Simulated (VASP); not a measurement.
# Se (I4_1/amd) in VASP: further runs

Se is run at these levels: PBE; tasks: relaxation of cell and atoms.

All numbers are computed with VASP 6.6.1; they aren't measurements. Logs are shortened: lines on timing, memory, paths and dates and some standing lists are left out, and cuts for length are marked.

### 1 The cell of the first run

The structure is tetragonal, space group I4_1/amd (No. 141). The conventional cell has a = 4.233 Å, b = 4.233 Å, c = 2.328 Å, α = 90.00°, β = 90.00°, γ = 90.00°. Se (site symmetry -4m2) has 10 Se at 2.19 to 2.74 Å within 2.9 Å.

### 2 Relaxation of cell and atoms, PBE, target pressure 220 GPa, at which the enthalpy is minimised

Contents of INCAR:

```
SYSTEM = Se
PREC = Accurate
ENCUT = 600
EDIFF = 1E-6
ISMEAR = -1
SIGMA = 0.1
LREAL = .FALSE.
LASPH = .TRUE.
NELM = 100
ALGO = Normal
ISIF = 3
LWAVE = .FALSE.
LCHARG = .FALSE.
GGA = PE
IBRION = 2
NSW = 60
EDIFFG = -0.005
PSTRESS = 2200.0
```

Contents of KPOINTS:

```
regular mesh
0
G
  18 18 18
  0 0 0
```

Contents of POSCAR:

```
Se
1.0
   -2.1163205875      2.1163205875      1.1639763231
    2.1163205875     -2.1163205875      1.1639763231
    2.1163205875      2.1163205875     -1.1639763231
Se
2
Direct
   -0.3750000000     -0.1250000000     -0.2500000000
    0.3750000000      0.1250000000      0.2500000000
```

Potentials or basis: VASP PAW PBE potentials, release 64 (Se).

Command:

```console
> cat potpaw_PBE.64/Se/POTCAR > POTCAR
> mpirun -np 1 vasp_std > vasp.out
```

OUTCAR:

```text
SYSTEM = Se
   PREC = Accurate
   ENCUT = 600
   EDIFF = 1E-6
   ISMEAR = -1
   LREAL = .FALSE.
   LASPH = .TRUE.
   NELM = 100
   ISIF = 3
   GGA = PE
   IBRION = 2
   NSW = 60
   EDIFFG = -0.005
   PSTRESS = 2200.0

 ion  position               nearest neighbor table
   1  0.625  0.875  0.750-   2 2.19   2 2.19   2 2.19   2 2.19   2 2.74   2 2.74   2 2.74   2 2.74

   2  0.375  0.125  0.250-   1 2.19   1 2.19   1 2.19   1 2.19   1 2.74   1 2.74   1 2.74   1 2.74

  LATTYP: Found a body centered tetragonal cell.
 ALAT       =     4.2326411750
 C/A-ratio  =     0.5500000000

  Lattice vectors:

 A1 = (  -2.1163205875,   2.1163205875,   1.1639763231)
 A2 = (   2.1163205875,  -2.1163205875,   1.1639763231)
 A3 = (   2.1163205875,   2.1163205875,  -1.1639763231)

Analysis of symmetry for initial positions (statically):
=====================================================================
 Subroutine PRICEL returns:
 Original cell was already a primitive cell.

 Routine SETGRP: Setting up the symmetry group for a
 body centered tetragonal supercell.

 Subroutine GETGRP returns: Found 16 space group operations
 (whereof  4 operations were pure point group operations)
 out of a pool of 16 trial point group operations.

The static configuration has the point symmetry C_2h.
 The point group associated with its full space group is D_4h.

Analysis of symmetry for dynamics (positions and initial velocities):
=====================================================================
 Subroutine PRICEL returns:
 Original cell was already a primitive cell.

 Routine SETGRP: Setting up the symmetry group for a
 body centered tetragonal supercell.

 Subroutine GETGRP returns: Found 16 space group operations
 (whereof  4 operations were pure point group operations)
 out of a pool of 16 trial point group operations.

The dynamic configuration has the point symmetry C_2h.
 The point group associated with its full space group is D_4h.

 Subroutine INISYM returns: Found 16 space group operations
 (whereof  4 operations are pure point group operations),
 and found     1 'primitive' translations

----------------------------------------------------------------------------------------

                                     Primitive cell

  volume of cell :      20.8529

  direct lattice vectors                    reciprocal lattice vectors
    -2.116320588  2.116320588  1.163976323     0.000000000  0.236259101  0.429562002
     2.116320588 -2.116320588  1.163976323     0.236259101  0.000000000  0.429562002
     2.116320588  2.116320588 -1.163976323     0.236259101  0.236259101  0.000000000

  length of vectors
     3.211302935  3.211302935  3.211302935     0.490246751  0.490246751  0.334120825

  position of ions in fractional coordinates (direct lattice)
     0.625000000  0.875000000  0.750000000
     0.375000000  0.125000000  0.250000000

  ion indices of the primitive-cell ions
   primitive index   ion index
                 1           1
                 2           2

----------------------------------------------------------------------------------------

 KPOINTS: regular mesh

Automatic generation of k-mesh.
 Grid dimensions read from file:
 generate k-points for:   18   18   18

 Generating k-lattice:

  Cartesian coordinates                     Fractional coordinates (reciprocal lattice)
     0.000000000  0.013125506  0.023864556     0.055555556  0.000000000  0.000000000
     0.013125506  0.000000000  0.023864556     0.000000000  0.055555556  0.000000000
     0.013125506  0.013125506  0.000000000     0.000000000  0.000000000  0.055555556

  Length of vectors
     0.027235931  0.027235931  0.018562268

  Shift w.r.t. Gamma in fractional coordinates (k-lattice)
     0.000000000  0.000000000  0.000000000

 Subroutine IBZKPT returns following result:
 ===========================================

 Found    480 irreducible k-points:

 Following reciprocal coordinates:
            Coordinates               Weight
  0.000000  0.000000  0.000000      1.000000
  0.055556  0.000000  0.000000      8.000000
  0.111111  0.000000  0.000000      8.000000
  0.166667  0.000000 -0.000000      8.000000
  0.222222  0.000000  0.000000      8.000000
  0.277778  0.000000 -0.000000      8.000000
[... 16 lines left out ...]
 -0.277778  0.055556  0.000000     16.000000
 -0.222222  0.055556  0.000000     16.000000
 [... further k-points ...]
   k-points           NKPTS =    480   k-points in BZ     NKDIM =    480   number of bands    NBANDS=     10
   number of dos      NEDOS =    301   number of ions     NIONS =      2
   total plane-waves  NPLWV =  21952
   dimension x,y,z NGX =    28 NGY =   28 NGZ =   28
   dimension x,y,z NGXF=    56 NGYF=   56 NGZF=   56
   ions per type =               2
   NGX,Y,Z   is equivalent  to a cutoff of  14.50, 14.50, 14.50 a.u.
   NGXF,Y,Z  is equivalent  to a cutoff of  28.99, 28.99, 28.99 a.u.
 SYSTEM =  Se
   PREC   = accura    normal or accurate (medium, high low for compatibility)
   ISTART =      0    job   : 0-new  1-cont  2-samecut
   ICHARG =      2    charge: 1-file 2-atom 10-const
   ISPIN  =      1    spin polarized calculation?
   LNONCOLLINEAR =      F non collinear calculations
   LSORBIT =      F    spin-orbit coupling
   LASPH  =      T    aspherical Exc in radial PAW
   ENCUT  =  600.0 eV  44.10 Ry    6.64 a.u.   6.41  6.41  6.41*2*pi/ulx,y,z
   NELM   =    100;   NELMIN=  2; NELMDL= -5     # of ELM steps
   EDIFF  = 0.1E-05   stopping-criterion for ELM
   LREAL  =      F    real-space projection
   EDIFFG = -.5E-02   stopping-criterion for IOM
   NSW    =     60    number of steps for IOM
   IBRION =      2    ionic relax: 0-MD 1-quasi-New 2-CG
   NFREE  =      1    steps in history (QN), initial steepest desc. (CG)
   ISIF   =      3    stress and relaxation
   ISYM   =      2    0-nonsym 1-usesym 2-fastsym
   POTIM  = 0.5000    time-step for ionic-motion
   TEBEG  =    0.0;   TEEND  =   0.0 temperature during run
   PSTRESS= 2200.0 pullay stress
   NELECT =      12.0000    total number of electrons
   NUPDOWN=      -1.0000    fix difference up-down
   EMIN   =  10.00;   EMAX   =-10.00  energy-range for DOS
   EFERMI =   0.00;   METHOD = LEGACY
   ISMEAR =    -1;   SIGMA  =   0.10  broadening in eV -4-tet -1-fermi 0-gaus
   EFERMI_NEDOS =   21; number of points for ismear=-14 and -15
   IALGO  =     38    algorithm
   IMIX   =      4    mixing-type and parameters
     AMIX     =   0.40;   BMIX     =  1.00
     AMIX_MAG =   1.60;   BMIX_MAG =  1.00
  volume/ion in A,a.u.               =      10.43        70.36
  Fermi-wavevector in a.u.,A,eV,Ry     =   1.361694  2.573229 25.228071  1.854211
  Thomas-Fermi vector in A             =   2.488248
   LORBIT       =      0    0 simple, 1 ext, 2 COOP (PROOUT), +10 PAW based schemes
   GGA     = PE    functional components
   LHFCALC =     F    Hartree Fock is set to
   AEXX    =    0.0000 exact exchange contribution
   IVDW    =     0    specifies the selected vdW correction
   LEPSILON=     F    determine dielectric tensor
   LRPA    =     F    only Hartree local field effects (RPA)
 conjugate gradient relaxation of ions
 non-spin polarized calculation
  energy-cutoff  :      600.00
  volume of cell :       20.85
 maximum number of plane-waves:       721
 NGX is ok and might be reduce to    28
   NGX = 13   NGY = 13   NGZ = 13

--------------------------------------- Ionic step        1  -------------------------------------------

 number of electron      11.9999999 magnetization

 Free energy of the ion-electron system (eV)
  ---------------------------------------------------
  ext. energy  EPLUGINS =         0.00000000
  ---------------------------------------------------
  free energy    TOTEN  =         3.45890670 eV

  energy without entropy =        3.48769419  energy(sigma->0) =        3.47330045

------------------------ aborting loop because EDIFF is reached ----------------------------------------

  FORCE on cell =-STRESS in cart. coord.  units (eV):
  Direction    XX          YY          ZZ          XY          YZ          ZX
  --------------------------------------------------------------------------------------
  -------------------------------------------------------------------------------------
  Total       32.9343935     32.9343935     30.0226957      0.0000000      0.0000000     -0.0000000
  in kB     2530.4234340   2530.4234340   2306.7111529      0.0000000      0.0000000     -0.0000000
  external PRESSURE =     255.8526736 kB  Pullay stress =    2200.0000000 kB
[... 97 lines left out ...]
  energy  without entropy=        2.2261393311  energy(sigma->0) =        2.21148960

  enthalpy is  TOTEN    =        32.0234427540 eV   P V=       29.8266028824

[... ionic steps 4 to 10 ...]

--------------------------------------- Ionic step       11  -------------------------------------------

 number of electron      12.0000001 magnetization

------------------------ aborting loop because EDIFF is reached ----------------------------------------
[... 71 lines left out ...]
--------------------------------------- Ionic step       13  -------------------------------------------

 number of electron      12.0000001 magnetization

 Free energy of the ion-electron system (eV)
  ---------------------------------------------------
  ext. energy  EPLUGINS =         0.00000000
  ---------------------------------------------------
  free energy    TOTEN  =         2.43714627 eV

  energy without entropy =        2.46270528  energy(sigma->0) =        2.44992578

 E-fermi :  16.3296     XC(G=0): -13.6449

 val. band max:       16.3164121656   @ k =  -0.3889   0.2778   0.0000
 cond. band min:      16.3389946497   @ k =  -0.1667   0.3889   0.1111
 fundamental gap:      0.0225824841
 Fermi energy:        16.3296141249

 k-point     1 :       0.0000    0.0000    0.0000
  band No.  band energies     occupation
      1      -8.9008      2.00000
      2       4.6138      2.00000
      3       6.0777      2.00000
      4       6.0777      2.00000
      5      14.1443      2.00000
      6      20.4177      0.00000
      7      20.4177      0.00000
      8      22.0231      0.00000
      9      22.8758      0.00000
     10      25.1478      0.00000
[... 287 lines left out ...]
 k-point    24 :      -0.2222    0.0556    0.0000
  band No.  band energies     occupation
      1      -7.6987      2.00000
      2       2.6826      2.00000
      3       6.0430      2.00000
      4       9.8850      2.00000
      5      15.3698      1.99986
      6      16.5678      0.16910
      7      16.6928      0.05157
      8      18.1951      0.00000
      9      20.1566      0.00000
     10      24.3270      0.00000

 [... further k-points ...]

------------------------ aborting loop because EDIFF is reached ----------------------------------------

  FORCE on cell =-STRESS in cart. coord.  units (eV):
  Direction    XX          YY          ZZ          XY          YZ          ZX
  --------------------------------------------------------------------------------------
  -------------------------------------------------------------------------------------
  Total       29.5526037     29.5526037     29.5524065     -0.0000000     -0.0000000      0.0000000
  in kB     2199.9822396   2199.9822396   2199.9675557     -0.0000000     -0.0000000      0.0000000
  external PRESSURE =      -0.0226550 kB  Pullay stress =    2200.0000000 kB
[... 21 lines left out ...]
  energy  without entropy=        2.4627052823  energy(sigma->0) =        2.44992578

  enthalpy is  TOTEN    =        31.9899885805 eV   P V=       29.5528423079

 reached required accuracy - stopping structural energy minimisation
```

It took 20 min on 1 thread of Intel Xeon 8259CL, shared host; peak memory 0.27 GiB.

What came out:

| Quantity | Value |
| --- | --- |
| Free energy | 2.4371 eV |
| Relaxed volume | 10.76 Å³/atom |
| Relaxed cell | a = 3.274 Å, b = 3.274 Å, c = 3.274 Å, α = 97.00°, β = 97.00°, γ = 139.12° |
| Space group after relaxing (to 0.1 Å) | I4_1/amd (No. 141) |
| Energy change on relaxing (the run minimises the enthalpy) | -510.9 meV/atom |
| Ionic steps | 13 |
| Pressure after relaxing | 220.0 GPa |
| Band gap on the k mesh | zero (bands 6 and 7 overlap by 9.72 eV) |

Step by step:
```csv
step,energy change (eV),largest force (eV/Å),pressure (GPa),volume (Å³)
1,0.0000,0.0000,245.59,20.85
2,-5.6307,0.0000,108.04,26.25
3,-1.2621,0.0000,213.46,21.72
4,-1.1389,0.0000,216.55,21.63
5,-0.9611,0.0000,221.82,21.49
6,-1.0612,0.0000,219.00,21.55
7,-1.0639,0.0000,218.92,21.55
8,-0.8305,0.0000,224.85,21.38
9,-1.0222,0.0000,220.00,21.52
10,-1.0240,0.0000,219.94,21.52
11,-1.0232,0.0000,219.95,21.52
12,-1.0202,0.0000,220.04,21.52
13,-1.0218,0.0000,220.00,21.52
```

Final structure:
```
CELL_PARAMETERS angstrom
-2.16933 2.16933 1.14334
2.16933 -2.16933 1.14334
2.16933 2.16933 -1.14334
ATOMIC_POSITIONS crystal
Se 0.62500 0.87500 0.75000
Se 0.37500 0.12500 0.25000
```

Caveat: the cell is relaxed towards a set pressure, so the run minimises the enthalpy, not the energy.

### 3 Relaxation of cell and atoms, PBE, target pressure 220 GPa, at which the enthalpy is minimised

This run uses another cell than the first one, of 10.71 Å³/atom.

Contents of INCAR:

```
ALGO = Normal ; EDIFF = 1E-7
EDIFFG = -0.005 ; ENCUT = 600
GGA = PE ; IBRION = 2
ISIF = 3 ; ISMEAR = -1
LASPH = True ; LCHARG = False
LREAL = False ; LWAVE = False
NELM = 80 ; NSW = 32
PREC = Accurate ; PSTRESS = 2200.0
SIGMA = 0.1
```

Contents of KPOINTS:

```
k-points
0
Gamma
  18 18 18
```

Contents of POSCAR:

```
Se
1.0
   -2.1661332507      2.1661332507      1.1414937623
    2.1661332507     -2.1661332507      1.1414937623
    2.1661332507      2.1661332507     -1.1414937623
Se
2
Direct
   -0.3750000000     -0.1250000000     -0.2500000000
    0.3750000000      0.1250000000      0.2500000000
```

Potentials or basis: VASP PAW PBE potentials, release 64 (Se).

Command:

```console
> cat potpaw_PBE.64/Se/POTCAR > POTCAR
> mpirun -np 1 vasp_std > vasp.out
```

Wall time 8.3 min (1 thread of Intel Xeon 8259CL, shared host); peak memory 0.26 GiB.

It converged, with:

- Free energy: 2.4358 eV
- Relaxed volume: 10.76 Å³/atom
- Relaxed cell: a = 3.274 Å, b = 3.274 Å, c = 3.274 Å, α = 97.00°, β = 97.00°, γ = 139.12°
- Space group after relaxing (to 0.1 Å): I4_1/amd (No. 141)
- Energy change on relaxing (the run minimises the enthalpy): -68.5 meV/atom
- Ionic steps: 3
- Pressure after relaxing: 220.0 GPa
- Band gap on the k mesh: zero (bands 6 and 7 overlap by 9.72 eV)

The path:
| step | energy change (eV) | largest force (eV/Å) | pressure (GPa) | volume (Å³) |
| --- | --- | --- | --- | --- |
| 1 | 0.0000 | 0.0000 | 223.47 | 21.42 |
| 2 | -0.9569 | 0.0000 | 199.16 | 22.15 |
| 3 | -0.1369 | 0.0000 | 219.96 | 21.52 |

Final structure:
```
Se
1.0
    -2.16938    2.16938    1.14334
     2.16938   -2.16938    1.14334
     2.16938    2.16938   -1.14334
Se
2
Direct
  0.62500 0.87500 0.75000
  0.37500 0.12500 0.25000
```

Levels at points of the mesh, in eV from the Fermi level:
| k point | band 4 | band 5 | band 6 | band 7 | band 8 | band 9 |
| --- | --- | --- | --- | --- | --- | --- |
| (0.00, 0.00, 0.00) | -10.25 | -2.19 | 4.09 | 4.09 | 5.69 | 6.55 |
| (0.50, 0.00, 0.00) | -9.58 | -8.41 | -3.05 | -1.21 | 1.43 | 5.59 |
| (0.50, 0.50, 0.00) | -6.13 | -3.76 | -3.76 | 5.33 | 5.33 | 9.80 |
| (0.50, 0.50, 0.50) | -15.13 | 3.24 | 3.24 | 9.05 | 9.05 | 14.20 |

Caveat: the cell is relaxed towards a set pressure, so the run minimises the enthalpy, not the energy.

The gap in the log of VASP goes by the Fermi energy; the results here count the filled bands.